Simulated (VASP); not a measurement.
Write the native input for VASP 6.6.1 that does the following.

* Task: single point
* Functional: LDA
* Potentials or basis: VASP PAW LDA potentials, release 64 (C)
* Cutoff: 520 eV
* k mesh: 10 × 10 × 3
* Occupations: fermi-dirac, width 0.1 eV
* Spin: no spin polarisation
* Dipole correction: no
* Further INCAR settings: ALGO = Normal; EDIFF = 1e-06; NBANDS = 16

The structure of C lies in POSCAR:

```
C
1.0
    1.2280479700     -2.1270618200      0.0000000000
    1.2280479700      2.1270618200      0.0000000000
    0.0000000000      0.0000000000      7.1732677600
C
4
Direct
    0.0833794600      0.9166205400      0.7531376000
    0.5833794600      0.4166205400      0.2468624000
    0.9166205400      0.0833794600      0.2468624000
    0.4166205400      0.5833794600      0.7531376000
```

One way to write it, as run:

INCAR

```
PREC = Accurate
ENCUT = 520
EDIFF = 1E-6
ISMEAR = -1
SIGMA = 0.1
LREAL = False
LASPH = True
NELM = 80
ALGO = Normal
ISIF = 2
LWAVE = False
LCHARG = False
NBANDS = 16
```

KPOINTS

```
Automatic mesh
0
Gamma
  10 10 3
```

Potentials or basis: VASP PAW LDA potentials, release 64 (C).

Run with:

```sh
$ cat potpaw_LDA.64/C/POTCAR > POTCAR
$ mpirun -np 1 vasp_std > vasp.out
```

It gave:

The pressure is -3.2 GPa, the largest force is 0.019 eV/Å and the band gap on the k mesh is 1.22 eV.

It took 24 s on 1 thread of Intel(R) Xeon(R) Platinum 8259CL CPU @ 2.50GHz (Skylake/Cascade Lake), with other jobs on the host, peak memory 0.14 GiB.
